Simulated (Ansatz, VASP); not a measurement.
# Sc: VASP beside Ansatz

File INCAR:

```
ALGO = Normal
EDIFF = 1E-6
ENCUT = 520
GGA = RE
ISIF = 2
ISMEAR = -1
LASPH = T
LCHARG = F
LREAL = F
LWAVE = F
NBANDS = 12
NELM = 60
PREC = Accurate
SIGMA = 0.1
```

Contents of KPOINTS:

```
k-points
0
Gamma
  12 12 12
```

The input POSCAR:

```
Sc
1.0
    2.9675241045      0.0000000000      0.0000000000
    0.0000000000      2.9675241045      0.0000000000
    0.0000000000      0.0000000000      2.9675241045
Sc
1
Direct
    0.0000000000      0.0000000000      0.0000000000
```

Input for Ansatz:

```yaml
crystal:
  lattice:
    - [2.9675241045, 0.0, 0.0]
    - [0.0, 2.9675241045, 0.0]
    - [0.0, 0.0, 2.9675241045]
  atoms:
    - { symbol: Sc, position: [0.0, 0.0, 0.0] }
hamiltonian:
  xc: revpbe
  pseudopotentials:
    kind: paw
    azcp:
      Sc: "pseudopotentials/Sc.paw.azcp"
basis:
  ecutwfc: 420
  fft_grid_basis: typed
kpoints:
  mp_grid: { grid: [12, 12, 12], shift: [0, 0, 0] }
magnetization:
  spin_polarized: false
scf:
  occupations: { method: fermi_dirac, width: 0.1 }
  lower_state_search: "off"
output:
  stress: true
```

Alike in both runs: task single point; functional revPBE; k mesh 12 × 12 × 12; occupations fermi-dirac, width 0.1 eV; no spin polarisation.

|  | VASP | Ansatz |
| --- | --- | --- |
| version | VASP 6.6.1 | Ansatz 0.2.0 |
| potentials or method | VASP PAW PBE potentials, release 64 (Sc_sv), cutoff 520 eV | plane waves (420 eV) with PAW, scalar-relativistic |
| valence electrons in the cell | 11 | 11 |

|  | VASP | Ansatz | Ansatz less VASP |
| --- | --- | --- | --- |
| pressure (GPa) | 1.5 | 1.4 | -0.01 |

VASP's potentials were made for PBE, not for revPBE.
